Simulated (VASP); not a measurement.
**HfO2: single point with LDA**

HfO2:

```
Hf O
1.0
     5.11500    0.00000    0.00000
     0.00000   -5.11500    0.00000
     0.00000    0.00000   -5.11500
Hf O
4 8
Direct
  0.00346 0.50346 0.50000
  0.50000 0.00000 0.50000
  0.50000 0.50000 0.00000
  0.00000 0.00000 0.00000
  0.25000 0.25000 0.25000
  0.75000 0.75000 0.25000
  0.75000 0.25000 0.75000
  0.25000 0.75000 0.75000
  0.75000 0.75000 0.75000
  0.25000 0.25000 0.75000
  0.25000 0.75000 0.25000
  0.75000 0.25000 0.25000
```

This cell differs from its parent crystal: atom 1 (Hf) moved +0.025 Å along Cartesian [1 -1 0].

* Program: VASP 6.6.1
* Task: single point
* Functional: LDA
* Potentials or basis: VASP PAW LDA potentials, release 64 (Hf_pv, O)
* Cutoff: 520 eV
* k mesh: 6 × 6 × 6
* Occupations: gaussian, width 0.05 eV
* Spin: no spin polarisation
* Dipole correction: no
* Further INCAR settings: ALGO = Normal; EDIFF = 1e-07; NBANDS = 56

The pressure is -19.3 GPa, the largest force is 0.295 eV/Å and the band gap on the k mesh is 3.52 eV.

Forces on the atoms (eV/Å):
```
Hf  -0.209  0.209  0.000
Hf   0.154 -0.154  0.000
Hf   0.154  0.150  0.000
Hf  -0.150 -0.154  0.000
O    0.013 -0.013  0.000
O    0.013 -0.013  0.000
O   -0.003  0.003 -0.016
O    0.003 -0.003  0.010
O    0.013 -0.013  0.000
O    0.013 -0.013  0.000
O    0.003 -0.003 -0.010
O   -0.003  0.003  0.016
```

Levels at points of the mesh, in eV from the valence-band top:
```csv
k point,band 42,band 43,band 44,band 45,band 46,band 47
"(0.00, 0.00, 0.00)",0.00,0.00,0.00,3.52,3.52,3.52
"(0.50, 0.00, 0.00)",-0.64,-0.20,-0.20,4.20,4.21,4.30
"(0.00, 0.00, 0.50)",-0.67,-0.20,-0.20,4.21,4.21,4.31
"(0.50, 0.50, 0.00)",-0.71,-0.71,-0.64,4.04,4.06,4.06
"(0.00, 0.50, 0.50)",-0.74,-0.67,-0.67,4.05,4.05,4.07
"(0.50, 0.50, 0.50)",-1.81,-1.81,-1.81,4.32,4.32,4.32
```

It took 5.3 min on 1 thread of Intel(R) Xeon(R) Platinum 8488C (Sapphire Rapids), with other jobs on the host, peak memory 0.39 GiB.

Caveat: the cell differs from its parent crystal (atom 1 (Hf) moved +0.025 Å along Cartesian [1 -1 0]); the cell stands under tension; spin-orbit coupling is left out, which moves the levels of the heavy elements. A k mesh can miss the band edges.
